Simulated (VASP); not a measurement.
# Cu (P6_3/mmc) in VASP: further runs

The runs below take Cu through relaxation of cell and atoms, single point, with PBEsol.

All numbers are computed with VASP 6.6.1; they aren't measurements. Logs are shortened: lines on timing, memory, paths and dates and some standing lists are left out, and cuts for length are marked.

**1. The cell of the first run**

It takes space group P6_3/mmc (No. 194, hexagonal). Conventional cell: a = 2.410 Å, b = 2.410 Å, c = 7.877 Å, α = 90.00°, β = 90.00°, γ = 120.00°. Within 3.2 Å of Cu (site symmetry -3m) lie 12 Cu at 2.41 Å. Cu (site symmetry -6m2) has 12 Cu at 2.41 Å within 3.2 Å.

**2. Relaxation of cell and atoms, PBEsol, target pressure 30 GPa, at which the enthalpy is minimised**

Contents of INCAR:

```
PREC = Accurate ; ENCUT = 600
EDIFF = 1E-7 ; ISMEAR = 0
SIGMA = 0.1 ; LREAL = False
LASPH = True ; NELM = 80
ALGO = Fast ; ISIF = 3
LWAVE = False ; LCHARG = False
GGA = PS ; IBRION = 2
NSW = 70 ; EDIFFG = -0.008
PSTRESS = 300.0
```

Contents of KPOINTS:

```
Automatic mesh
0
Gamma
  18 18 6
```

Contents of POSCAR:

```
Cu
1.0
    2.4096449224      0.0000000000      0.0000000000
   -1.2048224612      2.0868137169      0.0000000000
    0.0000000000      0.0000000000      7.8773247027
Cu
4
Direct
    0.0000000000      0.0000000000      0.0000000000
    0.3333333333      0.6666666667      0.2500000000
    0.0000000000      0.0000000000      0.5000000000
    0.6666666667      0.3333333333      0.7500000000
```

Potentials or basis: VASP PAW PBE potentials, release 64 (Cu).

Command:

```console
cat potpaw_PBE.64/Cu/POTCAR > POTCAR
mpirun -np 1 vasp_std > vasp.out
```

OUTCAR:

```text
PREC = Accurate
   ENCUT = 600
   EDIFF = 1E-7
   ISMEAR = 0
   LREAL = False
   LASPH = True
   NELM = 80
   ISIF = 3
   GGA = PS
   IBRION = 2
   NSW = 70
   EDIFFG = -0.008
   PSTRESS = 300.0

 ion  position               nearest neighbor table
   1  0.000  0.000  0.000-   2 2.41   4 2.41   4 2.41   2 2.41   4 2.41   2 2.41
   2  0.333  0.667  0.250-   1 2.41   3 2.41   1 2.41   3 2.41   1 2.41   3 2.41
   3  0.000  0.000  0.500-   2 2.41   4 2.41   4 2.41   2 2.41   4 2.41   2 2.41
   4  0.667  0.333  0.750-   1 2.41   3 2.41   1 2.41   3 2.41   1 2.41   3 2.41

  LATTYP: Found a hexagonal cell.
 ALAT       =     2.4096449224
 C/A-ratio  =     3.2690811121

  Lattice vectors:

 A1 = (   2.4096449224,   0.0000000000,   0.0000000000)
 A2 = (  -1.2048224612,   2.0868137169,   0.0000000000)
 A3 = (   0.0000000000,   0.0000000000,   7.8773247027)

Analysis of symmetry for initial positions (statically):
=====================================================================
 Subroutine PRICEL returns:
 Original cell was already a primitive cell.

 Routine SETGRP: Setting up the symmetry group for a
 hexagonal supercell.

 Subroutine GETGRP returns: Found 24 space group operations
 (whereof 12 operations were pure point group operations)
 out of a pool of 24 trial point group operations.

The static configuration has the point symmetry D_3d.
 The point group associated with its full space group is D_6h.

Analysis of symmetry for dynamics (positions and initial velocities):
=====================================================================
 Subroutine PRICEL returns:
 Original cell was already a primitive cell.

 Routine SETGRP: Setting up the symmetry group for a
 hexagonal supercell.

 Subroutine GETGRP returns: Found 24 space group operations
 (whereof 12 operations were pure point group operations)
 out of a pool of 24 trial point group operations.

The dynamic configuration has the point symmetry D_3d.
 The point group associated with its full space group is D_6h.

 Subroutine INISYM returns: Found 24 space group operations
 (whereof 12 operations are pure point group operations),
 and found     1 'primitive' translations

----------------------------------------------------------------------------------------

                                     Primitive cell

  volume of cell :      39.6110

  direct lattice vectors                    reciprocal lattice vectors
     2.409644922  0.000000000  0.000000000     0.414998903  0.239599729  0.000000000
    -1.204822461  2.086813717  0.000000000     0.000000000  0.479199457  0.000000000
     0.000000000  0.000000000  7.877324703     0.000000000  0.000000000  0.126946652

  length of vectors
     2.409644922  2.409644922  7.877324703     0.479199457  0.479199457  0.126946652

  position of ions in fractional coordinates (direct lattice)
     0.000000000  0.000000000  0.000000000
     0.333333333  0.666666667  0.250000000
     0.000000000  0.000000000  0.500000000
     0.666666667  0.333333333  0.750000000

  ion indices of the primitive-cell ions
   primitive index   ion index
                 1           1
                 2           2
                 3           3
                 4           4

----------------------------------------------------------------------------------------

 KPOINTS: Automatic mesh

Automatic generation of k-mesh.
 Grid dimensions read from file:
 generate k-points for:   18   18    6

 Generating k-lattice:

  Cartesian coordinates                     Fractional coordinates (reciprocal lattice)
     0.023055495  0.013311096  0.000000000     0.055555556  0.000000000  0.000000000
     0.000000000  0.026622192  0.000000000     0.000000000  0.055555556  0.000000000
     0.000000000  0.000000000  0.021157775     0.000000000  0.000000000  0.166666667

  Length of vectors
     0.026622192  0.026622192  0.021157775

  Shift w.r.t. Gamma in fractional coordinates (k-lattice)
     0.000000000  0.000000000  0.000000000

 Subroutine IBZKPT returns following result:
 ===========================================

 Found    148 irreducible k-points:

 Following reciprocal coordinates:
            Coordinates               Weight
  0.000000  0.000000  0.000000      1.000000
  0.055556  0.000000  0.000000      6.000000
  0.111111  0.000000  0.000000      6.000000
  0.166667  0.000000  0.000000      6.000000
  0.222222  0.000000  0.000000      6.000000
  0.277778  0.000000  0.000000      6.000000
[... 16 lines left out ...]
  0.333333  0.111111  0.000000     12.000000
  0.388889  0.111111  0.000000     12.000000
 [... further k-points ...]
   k-points           NKPTS =    148   k-points in BZ     NKDIM =    148   number of bands    NBANDS=     26
   number of dos      NEDOS =    301   number of ions     NIONS =      4
   total plane-waves  NPLWV =  25600
   dimension x,y,z NGX =    20 NGY =   20 NGZ =   64
   dimension x,y,z NGXF=    40 NGYF=   40 NGZF=  128
   ions per type =               4
   NGX,Y,Z   is equivalent  to a cutoff of  13.80, 13.80, 13.51 a.u.
   NGXF,Y,Z  is equivalent  to a cutoff of  27.60, 27.60, 27.01 a.u.
 SYSTEM =  unknown system
   PREC   = accura    normal or accurate (medium, high low for compatibility)
   ISTART =      0    job   : 0-new  1-cont  2-samecut
   ICHARG =      2    charge: 1-file 2-atom 10-const
   ISPIN  =      1    spin polarized calculation?
   LNONCOLLINEAR =      F non collinear calculations
   LSORBIT =      F    spin-orbit coupling
   LASPH  =      T    aspherical Exc in radial PAW
   ENCUT  =  600.0 eV  44.10 Ry    6.64 a.u.   4.81  4.81 15.73*2*pi/ulx,y,z
   NELM   =     80;   NELMIN=  2; NELMDL= -5     # of ELM steps
   EDIFF  = 0.1E-06   stopping-criterion for ELM
   LREAL  =      F    real-space projection
   EDIFFG = -.8E-02   stopping-criterion for IOM
   NSW    =     70    number of steps for IOM
   IBRION =      2    ionic relax: 0-MD 1-quasi-New 2-CG
   NFREE  =      1    steps in history (QN), initial steepest desc. (CG)
   ISIF   =      3    stress and relaxation
   ISYM   =      2    0-nonsym 1-usesym 2-fastsym
   POTIM  = 0.5000    time-step for ionic-motion
   TEBEG  =    0.0;   TEEND  =   0.0 temperature during run
   PSTRESS=  300.0 pullay stress
   NELECT =      44.0000    total number of electrons
   NUPDOWN=      -1.0000    fix difference up-down
   EMIN   =  10.00;   EMAX   =-10.00  energy-range for DOS
   EFERMI =   0.00;   METHOD = LEGACY
   ISMEAR =     0;   SIGMA  =   0.10  broadening in eV -4-tet -1-fermi 0-gaus
   EFERMI_NEDOS =   21; number of points for ismear=-14 and -15
   IALGO  =     68    algorithm
   IMIX   =      4    mixing-type and parameters
     AMIX     =   0.40;   BMIX     =  1.00
     AMIX_MAG =   1.60;   BMIX_MAG =  1.00
  volume/ion in A,a.u.               =       9.90        66.83
  Fermi-wavevector in a.u.,A,eV,Ry     =   1.695459  3.203952 39.111041  2.874580
  Thomas-Fermi vector in A             =   2.776499
   LORBIT       =      0    0 simple, 1 ext, 2 COOP (PROOUT), +10 PAW based schemes
   GGA     = PS    functional components
   LHFCALC =     F    Hartree Fock is set to
   AEXX    =    0.0000 exact exchange contribution
   IVDW    =     0    specifies the selected vdW correction
   LEPSILON=     F    determine dielectric tensor
   LRPA    =     F    only Hartree local field effects (RPA)
 conjugate gradient relaxation of ions
 non-spin polarized calculation
 RMM-DIIS sequential band-by-band and
 Gauss-broadening in eV      SIGMA  =   0.10
  energy-cutoff  :      600.00
  volume of cell :       39.61
 maximum number of plane-waves:      1350
 NGX is ok and might be reduce to    20
   NGX =  9   NGY =  9   NGZ = 31

--------------------------------------- Ionic step        1  -------------------------------------------

 number of electron      44.0000023 magnetization

 Free energy of the ion-electron system (eV)
  ---------------------------------------------------
  ext. energy  EPLUGINS =         0.00000000
  ---------------------------------------------------
  free energy    TOTEN  =       -16.70282528 eV

  energy without entropy =      -16.69633805  energy(sigma->0) =      -16.69958166

------------------------ aborting loop because EDIFF is reached ----------------------------------------

  FORCE on cell =-STRESS in cart. coord.  units (eV):
  Direction    XX          YY          ZZ          XY          YZ          ZX
  --------------------------------------------------------------------------------------
  -------------------------------------------------------------------------------------
  Total        7.9533342      7.9533342      7.9458407      0.0000000     -0.0000000      0.0000000
  in kB      321.6950155    321.6950155    321.3919220      0.0000000     -0.0000000      0.0000000
  external PRESSURE =      21.5939843 kB  Pullay stress =     300.0000000 kB

 VOLUME and BASIS-vectors are now :
 -----------------------------------------------------------------------------
  energy-cutoff  :      600.00
  volume of cell :       39.61
      direct lattice vectors                 reciprocal lattice vectors
     2.409644922  0.000000000  0.000000000     0.414998903  0.239599729  0.000000000
    -1.204822461  2.086813717  0.000000000     0.000000000  0.479199457  0.000000000
     0.000000000  0.000000000  7.877324703     0.000000000  0.000000000  0.126946652
[... 90 lines left out ...]
  FREE ENERGIE OF THE ION-ELECTRON SYSTEM (eV)
  ---------------------------------------------------
  free  energy   TOTEN  =       -16.7482455897 eV

  energy  without entropy=      -16.7417358061  energy(sigma->0) =      -16.74499070

  enthalpy is  TOTEN    =        -9.2875769089 eV   P V=        7.4606686809

--------------------------------------- Ionic step        4  -------------------------------------------

 number of electron      44.0000025 magnetization

 Free energy of the ion-electron system (eV)
  ---------------------------------------------------
  ext. energy  EPLUGINS =         0.00000000
  ---------------------------------------------------
  free energy    TOTEN  =       -16.75334330 eV

  energy without entropy =      -16.74683069  energy(sigma->0) =      -16.75008700

 E-fermi :   9.6693     XC(G=0): -13.9299

 val. band max:        9.6670270935   @ k =   0.1667   0.1667   0.3333
 cond. band min:       9.6971022031   @ k =   0.2222   0.1111   0.3333
 fundamental gap:      0.0300751096
 Fermi energy:         9.6693471952

 k-point     1 :       0.0000    0.0000    0.0000
  band No.  band energies     occupation
      1      -1.0702      2.00000
      2       1.2917      2.00000
      3       1.3010      2.00000
      4       3.5397      2.00000
      5       5.7395      2.00000
      6       5.7461      2.00000
[... 18 lines left out ...]
     25      14.3579      0.00000
     26      23.5907      0.00000
[... 644 lines left out ...]
      4       4.4641      2.00000
      5       4.8456      2.00000
      6       4.8737      2.00000
[... 18 lines left out ...]
     25      15.9461      0.00000
     26      16.0133      0.00000

 [... further k-points ...]
[... 5 lines left out ...]
  --------------------------------------------------------------------------------------
  -------------------------------------------------------------------------------------
  Total        7.4879114      7.4879114      7.4837230      0.0000000     -0.0000000      0.0000000
  in kB      300.8910700    300.8910700    300.7227630      0.0000000     -0.0000000      0.0000000
  external PRESSURE =       0.8349677 kB  Pullay stress =     300.0000000 kB

 VOLUME and BASIS-vectors are now :
 -----------------------------------------------------------------------------
  energy-cutoff  :      600.00
  volume of cell :       39.87
      direct lattice vectors                 reciprocal lattice vectors
     2.414939858 -0.000000000  0.000000000     0.414088987  0.239074388  0.000000000
    -1.207469929  2.091399266 -0.000000000     0.000000000  0.478148776  0.000000000
     0.000000000 -0.000000000  7.894392451     0.000000000  0.000000000  0.126672192

 POSITION                                       TOTAL-FORCE (eV/Angst)
 -----------------------------------------------------------------------------------
      0.00000      0.00000     -0.00000        -0.000000      0.000000      0.000000
     -0.00000      1.39427      1.97360         0.000000     -0.000000     -0.000000
      0.00000     -0.00000      3.94720        -0.000000      0.000000      0.000000
      1.20747      0.69713      5.92079        -0.000000      0.000000      0.000000
 -----------------------------------------------------------------------------------
    total drift:                                0.000000     -0.000000      0.000000

  FREE ENERGIE OF THE ION-ELECTRON SYSTEM (eV)
  ---------------------------------------------------
  free  energy   TOTEN  =       -16.7533433048 eV

  energy  without entropy=      -16.7468306928  energy(sigma->0) =      -16.75008700

  enthalpy is  TOTEN    =        -9.2876068411 eV   P V=        7.4657364637

 reached required accuracy - stopping structural energy minimisation
```

Wall time 9 min (1 thread of Intel Xeon Platinum 8488C (Sapphire Rapids), shared host); peak memory 0.27 GiB.

Results:

- Free energy: -16.7533 eV
- Relaxed volume: 9.97 Å³/atom
- Relaxed cell: a = 2.415 Å, b = 2.415 Å, c = 7.894 Å, α = 90.00°, β = 90.00°, γ = 120.00°
- Space group after relaxing (to 0.05 Å): P6_3/mmc (No. 194)
- Energy change on relaxing (the enthalpy is what falls): -12.6 meV/atom
- Ionic steps: 4
- Pressure after relaxing: 30.1 GPa
- Band gap on the k mesh: zero (band 22 reaches 13.39 eV, above the bottom of band 23 at 7.70 eV)

Step by step:
| step | energy change (eV) | largest force (eV/Å) | pressure (GPa) | volume (Å³) |
| --- | --- | --- | --- | --- |
| 1 | 0.0000 | 0.0000 | 32.16 | 39.61 |
| 2 | -0.1402 | 0.0000 | 27.21 | 40.38 |
| 3 | -0.0454 | 0.0000 | 30.15 | 39.84 |
| 4 | -0.0505 | 0.0000 | 30.08 | 39.87 |

Final structure:
```cif
data_structure
_symmetry_space_group_name_H-M 'P 1'
_symmetry_Int_Tables_number 1
_cell_length_a 2.4149
_cell_length_b 2.4149
_cell_length_c 7.8944
_cell_angle_alpha 90.000
_cell_angle_beta 90.000
_cell_angle_gamma 120.000
_cell_volume 39.87
loop_
_atom_site_label
_atom_site_type_symbol
_atom_site_fract_x
_atom_site_fract_y
_atom_site_fract_z
_atom_site_occupancy
Cu1 Cu 0.00000 0.00000 0.00000 1
Cu2 Cu 0.33333 0.66667 0.25000 1
Cu3 Cu 0.00000 0.00000 0.50000 1
Cu4 Cu 0.66667 0.33333 0.75000 1
```

Levels at points of the mesh, in eV from the Fermi level:
| k point | band 20 | band 21 | band 22 | band 23 | band 24 | band 25 |
| --- | --- | --- | --- | --- | --- | --- |
| (0.00, 0.00, 0.00) | -2.18 | -2.18 | -1.82 | -1.82 | -1.55 | 4.69 |
| (0.50, 0.00, 0.00) | -1.62 | -0.98 | 0.15 | 1.15 | 1.77 | 5.55 |
| (0.00, 0.00, 0.50) | -2.55 | -1.97 | -1.97 | -1.97 | -1.97 | 7.94 |
| (0.50, 0.00, 0.50) | -1.65 | -0.02 | -0.02 | 1.50 | 1.50 | 5.98 |

Caveat: the cell is relaxed towards a set pressure, so the enthalpy falls and the energy may rise; the PAW data sets were made with another functional, which shifts forces and pressure a little.

(Part 1 of 3 ends here.)
